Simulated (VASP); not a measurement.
PtWC3:

```
Pt W C
1.0
     3.87492    0.00000    0.00000
     0.00000    3.87492    0.00000
     0.00000    0.00000    3.87492
Pt W C
1 1 3
Direct
  0.50000 0.50000 0.50000
  0.00000 0.00000 0.00000
  0.00000 0.50000 0.50000
  0.50000 0.00000 0.50000
  0.50000 0.50000 0.00000
```

The cell was generated, and may not be a known phase.

| Property | Result |
| --- | --- |
| Program | VASP 6.6.1 |
| Task | relaxation of cell and atoms |
| Functional | PBE |
| Potentials or basis | VASP PAW PBE potentials, release 64 (Pt, W_sv, C) |
| Cutoff | 600 eV |
| k mesh | 4 × 4 × 4 |
| Occupations | gaussian, width 0.1 eV |
| Spin | no spin polarisation |

At the start: pressure 9.6 GPa; volume 11.64 Å³/atom.

Q: Where does the relaxation end?

A: Over 3 steps the energy falls by 13.6 meV/atom and the volume is 12.12 Å³/atom (+4.1 %); space group Pm-3m (No. 221, to 0.1 Å) before and after.

Step by step:
| step | energy change (eV) | largest force (eV/Å) | pressure (GPa) | volume (Å³) |
| --- | --- | --- | --- | --- |
| 1 | 0.0000 | 0.0000 | 9.57 | 58.18 |
| 2 | 0.0692 | 0.0000 | -11.29 | 64.23 |
| 3 | -0.0679 | 0.0000 | -0.13 | 60.58 |

Final structure:
```
CELL_PARAMETERS angstrom
3.92753 0.00000 0.00000
0.00000 3.92753 0.00000
0.00000 0.00000 3.92753
ATOMIC_POSITIONS crystal
Pt 0.50000 0.50000 0.50000
W 0.00000 0.00000 0.00000
C 0.00000 0.50000 0.50000
C 0.50000 0.00000 0.50000
C 0.50000 0.50000 0.00000
```

Caveat: the k points lie up to 0.40 Å⁻¹ apart in the final cell, too coarse for converged energies and pressures of a metal.
